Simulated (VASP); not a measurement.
## SiC: single point with PBE

Crystal: SiC.

```
CELL_PARAMETERS angstrom
-2.33736 4.37151 2.23887
2.25489 -0.03747 2.23133
2.21493 2.12329 0.00249
ATOMIC_POSITIONS crystal
Si 0.00325 0.00714 0.01024
Si 0.50835 0.49798 0.99545
C 0.12780 0.38461 0.25718
C 0.61751 0.87947 0.23618
```

```json
{
 "Program": "VASP 6.6.1",
 "Task": "single point",
 "Functional": "PBE",
 "Potentials or basis": "VASP PAW PBE potentials, release 64 (Si, C)",
 "Cutoff": "520 eV",
 "k mesh": "4 × 7 × 7, shifted",
 "Occupations": "fermi-dirac, width 0.0356 eV",
 "Spin": "no spin polarisation"
}
```

* Pressure: -6.6 GPa
* Largest force: 1.696 eV/Å
* Band gap on the k mesh: 1.57 eV

Forces in eV/Å, atoms in the order of the input:
```
Si  -0.151 -0.310 -0.166
Si   0.472 -1.288 -0.429
C   -0.077  0.030 -0.007
C   -0.244  1.567  0.602
```

Stress tensor (GPa, compression positive):
```
-10.68   8.92   2.06
  8.92  -1.17  -0.53
  2.06  -0.53  -7.90
```

Levels at points of the mesh, in eV from the valence-band top:
```csv
k point,band 4,band 5,band 6,band 7,band 8,band 9,band 10,band 11,band 12,band 13
"(0.12, 0.07, 0.00)",-1.90,-0.87,-0.70,-0.57,-0.20,5.40,5.72,6.64,6.75,7.09
```

Wall time 37 s on 1 thread of Intel Xeon 6975P-C, on a shared host, peak memory 0.19 GiB.

Caveat: forces of over 1 eV/Å act on the atoms, so gaps and moduli don't describe the material at rest. A hybrid or GW would open this gap; PBE tends to underestimate it.
